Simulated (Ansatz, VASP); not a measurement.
**Au in VASP and in Ansatz**

Contents of POSCAR:

```
Au
1.0
    3.2753759639      0.0000000000      0.0000000000
    0.0000000000      3.2753759639      0.0000000000
    0.0000000000      0.0000000000      3.2753759639
Au
2
Direct
    0.0000000000      0.0000000000      0.0000000000
    0.5000000000      0.5000000000      0.5000000000
```

File INCAR.step1:

```
  ALGO = Normal
  EDIFF = 1E-4
  ENCUT = 520
  GGA = PE
  ISMEAR = 0
  LASPH = T
  LCHARG = F
  LREAL = F
  LWAVE = T
  NBANDS = 18
  NELM = 60
  PREC = Accurate
  SIGMA = 0.1
```

Contents of INCAR.step2:

```
  ALGO = Normal
  EDIFF = 1E-7
  ENCUT = 520
  ISIF = 2
  ISMEAR = 0
  ISTART = 1
  LASPH = T
  LCHARG = F
  LMIXTAU = T
  LREAL = F
  LWAVE = F
  METAGGA = R2SCAN
  NBANDS = 18
  NELM = 60
  PREC = Accurate
  SIGMA = 0.1
```

Contents of KPOINTS:

```
k-points
0
Gamma
  16 16 16
```

Input for Ansatz:

```yaml
crystal:
  lattice:
    - [3.2753759639, 0.0, 0.0]
    - [0.0, 3.2753759639, 0.0]
    - [0.0, 0.0, 3.2753759639]
  atoms:
    - { symbol: Au, position: [0.0, 0.0, 0.0] }
    - { symbol: Au, position: [0.5, 0.5, 0.5] }
basis:
  ecutwfc: 500
kpoints:
  mp_grid: { grid: [16, 16, 16] }
hamiltonian:
  xc: r2scan
scf:
  occupations: { method: gaussian, width: 0.1 }
output:
  forces: true
  stress: true
  eigenvalues: true
```

Alike in both runs: task single point; functional r2SCAN; k mesh 16 × 16 × 16; occupations gaussian, width 0.1 eV; no spin polarisation.

|  | VASP | Ansatz |
| --- | --- | --- |
| version | VASP 6.6.1 | Ansatz 0.2.0 |
| potentials or method | VASP PAW PBE potentials, release 64 (Au), cutoff 520 eV | scalar-relativistic, plane waves, PAW |
| valence electrons in the cell | 22 | 38 |

Ansatz gave:

```
gap on the k mesh at the Fermi level (eV) : none
pressure (GPa)                            : 0.3
```

Problem. What did VASP give for the same quantities?

Solution. gap on the k mesh at the Fermi level (eV): none; pressure (GPa): 0.6.

VASP's potentials were made for PBE, not for r2SCAN. A gap of «none» marks a metal or a gap that the smearing closes. VASP's potentials hold 22 valence electrons a cell and Ansatz's 38, so a difference there can come from the potentials and not from the codes.

Spin-orbit coupling is off throughout.
